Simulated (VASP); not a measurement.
Input of a VASP 6.6.1 run:

The input POSCAR:

```
ZnS
1.0
    0.0000000000      2.6940955541      2.6940955541
    2.6940955541      0.0000000000      2.6940955541
    2.6940955541      2.6940955541      0.0000000000
Zn S
1 1
Direct
    0.2500000000      0.2500000000      0.2500000000
    0.0000000000      0.0000000000      0.0000000000
```

Contents of INCAR.step1:

```
SYSTEM = ZnS
PREC     = Accurate       ! precision mode
ENCUT    = 550            ! plane-wave cutoff, eV
ISMEAR   = 0              ! smearing method
SIGMA    = 0.01           ! smearing width, eV
LREAL    = .False.        ! projectors in reciprocal space
LASPH    = .True.         ! aspherical terms in the spheres
NELM     = 120            ! most SCF steps
NBANDS   = 16             ! bands
GGA      = PE             ! functional
ALGO     = Normal         ! electronic algorithm
EDIFF    = 1E-5           ! SCF threshold, eV
LWAVE    = .True.         ! write WAVECAR
LCHARG   = .False.        ! write CHGCAR
GGA_COMPAT= .False.
```

INCAR.step2

```
SYSTEM = ZnS
PREC     = Accurate       ! precision mode
ENCUT    = 550            ! plane-wave cutoff, eV
EDIFF    = 1E-6           ! SCF threshold, eV
ISMEAR   = 0              ! smearing method
SIGMA    = 0.01           ! smearing width, eV
LREAL    = .False.        ! projectors in reciprocal space
LASPH    = .True.         ! aspherical terms in the spheres
NELM     = 120            ! most SCF steps
ALGO     = Normal         ! electronic algorithm
ISIF     = 2              ! what is computed and relaxed
LWAVE    = .False.        ! write WAVECAR
LCHARG   = .False.        ! write CHGCAR
METAGGA  = R2SCAN         ! meta-GGA
LMIXTAU  = .True.       
NBANDS   = 16             ! bands
ISTART   = 1            
GGA_COMPAT= .False.
```

Contents of KPOINTS:

```
Automatic mesh
0
Gamma
  6 6 6
  0 0 0
```

Potentials or basis: VASP PAW PBE potentials, release 64 (Zn, S).

Command:

```console
$ cat potpaw_PBE.64/Zn/POTCAR potpaw_PBE.64/S/POTCAR > POTCAR
$ cp INCAR.step1 INCAR
$ mpirun -np 1 vasp_std > vasp.out
$ cp INCAR.step2 INCAR
$ mpirun -np 1 vasp_std > vasp.out
```

Predict the pressure.

0.0 GPa.

Estimate the band gap on the k mesh.

2.72 eV.

Caveat: the PAW data sets were made with another functional, which shifts forces and pressure a little.

**What was measured.**

From “Electronic, vibrational, and thermodynamic properties of ZnS (zincblende and rocksalt structure)”, 2009, arxiv:0911.5022, for a bulk crystal of ZnS at 19 K: band gap 3.85 eV (direct).

A measured gap of ZnS is 3.85 eV (direct; 19 K; quoted in “Electronic, vibrational, and thermodynamic properties of ZnS (zincblende and rocksalt structure)”, 2009, arxiv:0911.5022); the calculated 2.72 eV misses it by -1.13 eV. The value is that of r2SCAN, without temperature or zero-point motion.
